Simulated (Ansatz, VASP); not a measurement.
Sr: VASP beside Ansatz

Contents of INCAR:

```
SYSTEM = Sr
PREC = Accurate
ENCUT = 520
EDIFF = 1E-6
ISMEAR = 0
SIGMA = 0.05
LREAL = .FALSE.
LASPH = .TRUE.
NELM = 80
ALGO = Normal
ISIF = 2
LWAVE = .FALSE.
LCHARG = .FALSE.
GGA = CA
NBANDS = 11
```

File KPOINTS:

```
Automatic mesh
0
G
  6 6 8
  0 0 0
```

File POSCAR:

```
Sr
1.0
   10.9876299658      0.0000000000      0.0000000000
   -5.4938149829      9.5155666777      0.0000000000
    0.0000000000      0.0000000000      4.4211119100
Sr
1
Direct
    0.0000000000      0.0000000000      0.0000000000
```

Input for Ansatz:

```yaml
crystal:
  lattice:
    - [10.9876299658, 0.0, 0.0]
    - [-5.4938149829, 9.5155666777, 0.0]
    - [0.0, 0.0, 4.42111191]
  atoms:
    - { symbol: Sr, position: [0.0, 0.0, 0.0] }
basis:
  ecutwfc: 420
kpoints:
  mp_grid: { grid: [6, 6, 8] }
hamiltonian:
  xc: lda
scf:
  occupations: { method: gaussian, width: 0.05 }
output:
  forces: true
  stress: true
  eigenvalues: true
```

Alike in both runs: task single point; functional LDA; k mesh 6 × 6 × 8; occupations gaussian, width 0.05 eV; no spin polarisation.

|  | VASP | Ansatz |
| --- | --- | --- |
| version | VASP 6.6.1 | Ansatz 0.2.0 |
| potentials or method | VASP PAW LDA potentials, release 64 (Sr_sv), cutoff 520 eV | scalar-relativistic, plane waves, PAW |
| valence electrons in the cell | 10 | 10 |

```csv
,VASP,Ansatz,Ansatz less VASP
gap on the k mesh at the Fermi level (eV),0.44,0.43,-0.006
least direct gap on the mesh (eV),0.45,0.44,-0.006
pressure (GPa),0.0,0.0,0.00
```

LDA's correlation is that of Perdew and Zunger in VASP and of Perdew and Wang (1992) in Ansatz.
